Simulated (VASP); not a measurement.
Crystal: B2O.

```xyz
6
Lattice="2.5112 0.0000 0.0000 -1.2556 2.1747 0.0000 0.0000 0.0000 9.7316" Properties=species:S:1:pos:R:3 pbc="T T T"
B     0.0000    0.0000    3.9917
B     0.0000    0.0000    5.7399
B     1.2556    0.7249    0.3500
B     0.0000    1.4498    9.3816
O     1.2556    0.7249    3.4308
O     0.0000    1.4498    6.3007
```

| Property | Result |
| --- | --- |
| Program | VASP 6.6.1 |
| Task | relaxation of cell and atoms |
| Functional | PBE |
| Dispersion | D3(BJ) |
| Potentials or basis | VASP PAW PBE potentials, release 64 (B, O) |
| Cutoff | 600 eV |
| k mesh | 18 × 18 × 4 |
| Occupations | gaussian, width 0.1 eV |
| Spin | no spin polarisation |

At the start: pressure 0.2 GPa; volume 8.86 Å³/atom.

Problem. Where does the relaxation end?

Solution. Over 30 steps the energy falls by 5.6 meV/atom and the volume is 8.99 Å³/atom (+1.4 %); space group P-3m1 (No. 164, to 0.1 Å) before and after.

Step by step:
| step | energy change (eV) | largest force (eV/Å) | pressure (GPa) | volume (Å³) |
| --- | --- | --- | --- | --- |
| 1 | 0.0000 | 0.3520 | 0.17 | 53.15 |
| 2 | -0.0117 | 0.2248 | 1.01 | 53.22 |
| 3 | -0.0220 | 0.2624 | 3.39 | 53.42 |
| 4 | -0.0236 | 0.0821 | 2.69 | 53.36 |
| 5 | -0.0293 | 0.0745 | 1.74 | 53.69 |
| 6 | -0.0327 | 0.0501 | -0.31 | 54.46 |
| 7 | -0.0330 | 0.0529 | 0.08 | 54.30 |
| 8 | -0.0330 | 0.0533 | 0.13 | 54.28 |
| 9 | -0.0331 | 0.0309 | 0.07 | 54.27 |
| 10 | -0.0332 | 0.0213 | 0.02 | 54.27 |
| 11 | -0.0332 | 0.0139 | -0.07 | 54.27 |
| 12 | -0.0332 | 0.0081 | -0.14 | 54.27 |
| 13 | -0.0332 | 0.0118 | -0.12 | 54.25 |
| 14 | -0.0333 | 0.0344 | 0.00 | 54.16 |
| 15 | -0.0333 | 0.0433 | 0.04 | 54.13 |
| 16 | -0.0333 | 0.0399 | 0.08 | 54.12 |
| 17 | -0.0333 | 0.0323 | 0.10 | 54.09 |
| 18 | -0.0333 | 0.0186 | 0.14 | 54.03 |
| 19 | -0.0333 | 0.0362 | 0.31 | 53.91 |
| 20 | -0.0333 | 0.0197 | 0.22 | 54.00 |
| 21 | -0.0333 | 0.0204 | 0.18 | 54.01 |
| 22 | -0.0334 | 0.0172 | 0.11 | 54.02 |
| 23 | -0.0334 | 0.0197 | -0.08 | 54.03 |
| 24 | -0.0334 | 0.0179 | -0.09 | 54.02 |
| 25 | -0.0335 | 0.0140 | -0.13 | 54.00 |
| 26 | -0.0335 | 0.0051 | -0.05 | 53.97 |
| 27 | -0.0335 | 0.0069 | 0.05 | 53.94 |
| 28 | -0.0335 | 0.0069 | 0.06 | 53.93 |
| 29 | -0.0335 | 0.0098 | 0.06 | 53.90 |
| 30 | -0.0335 | 0.0046 | -0.03 | 53.91 |

Final structure:
```
B O
1.0
     2.54850    0.00000    0.00000
    -1.27425    2.20706    0.00000
     0.00000    0.00000    9.58517
B O
4 2
Direct
  0.00000 0.00000 0.40909
  0.00000 0.00000 0.59091
  0.66667 0.33333 0.02938
  0.33333 0.66667 0.97062
  0.66667 0.33333 0.35140
  0.33333 0.66667 0.64860
```
